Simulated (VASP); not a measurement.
# CuI: single point with PBE

CuI:

```xyz
2
Lattice="0.0000 2.7535 3.1063 3.1063 0.0000 3.1063 3.1063 2.7535 0.0000" Properties=species:S:1:pos:R:3 pbc="T T T"
Cu    4.6595    4.1302    4.6595
I     0.0000    0.0000    0.0000
```

This cell differs from its parent crystal: volume 26.569 Å^3 an atom, c/a of the conventional cell 0.8864.

| Quantity | Value |
| --- | --- |
| Program | VASP 6.6.1 |
| Task | single point |
| Functional | PBE |
| Potentials or basis | VASP PAW PBE potentials, release 64 (Cu, I) |
| Cutoff | 520 eV |
| k mesh | 8 × 8 × 8 |
| Occupations | gaussian, width 0.05 eV |
| Spin | no spin polarisation |

```yaml
Pressure: 2.3 GPa
Band_gap_on_the_k_mesh: 1.18 eV, direct
```

Stress tensor (GPa, compression positive):
```
1.75 0.00 0.00
0.00 3.35 0.00
0.00 0.00 1.75
```

Levels at points of the mesh, in eV from the valence-band top:
```tsv
k point	band 6	band 7	band 8	band 9	band 10	band 11	band 12	band 13
(0.00, 0.00, 0.00)	-2.05	-0.15	-0.15	0.00	1.18	4.80	4.80	4.97
(0.50, 0.00, 0.00)	-2.05	-2.00	-0.96	-0.73	2.01	4.91	5.96	7.53
(0.50, 0.50, 0.00)	-2.10	-1.95	-1.81	-1.54	2.75	3.17	8.98	9.20
(0.50, 0.00, 0.50)	-2.00	-1.94	-1.74	-1.74	2.22	2.26	9.87	9.87
```

Wall time 25 s on 1 thread of Intel(R) Xeon(R) 6975P-C (Granite Rapids) (shared host), peak memory 0.21 GiB.

Caveat: spin-orbit coupling is left out, which moves the levels of the heavy elements.
